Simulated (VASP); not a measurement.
## W: single point with PBEsol

Crystal: W.

```
W
1.0
     0.00000    1.98711    1.98711
     1.98711    0.00000    1.98711
     1.98711    1.98711    0.00000
W
1
Direct
  0.00000 0.00000 0.00000
```

* Program: VASP 6.6.1
* Task: single point
* Functional: PBEsol
* Potentials or basis: VASP PAW PBE potentials, release 64 (W_sv)
* Cutoff: 500 eV
* k mesh: 8 × 8 × 8
* Occupations: gaussian, width 0.1 eV
* Spin: no spin polarisation
* Dipole correction: no
* Further INCAR settings: ALGO = Normal; EDIFF = 1e-06; NBANDS = 13

| Item | Value |
| --- | --- |
| Pressure | 6.9 GPa |
| Band gap on the k mesh | zero (band 7 reaches 14.27 eV, above the bottom of band 8 at 10.31 eV) |

Levels at points of the mesh, in eV from the Fermi level:
```tsv
k point	band 4	band 5	band 6	band 7	band 8	band 9	band 10	band 11
(0.00, 0.00, 0.00)	-37.04	-9.15	-0.54	-0.54	-0.54	2.78	2.78	12.97
(0.50, 0.00, 0.00)	-37.22	-5.77	-0.79	-0.79	0.89	5.45	5.45	11.05
(0.50, 0.50, 0.00)	-37.52	-5.73	-4.73	3.42	5.41	6.24	6.24	12.22
```

It took 9.2 s on 1 thread of Intel Xeon 8259CL, on a shared host, peak memory 0.13 GiB.

Caveat: the PAW data sets were made with another functional, which shifts forces and pressure a little; spin-orbit coupling is left out, which moves the levels of the heavy elements.
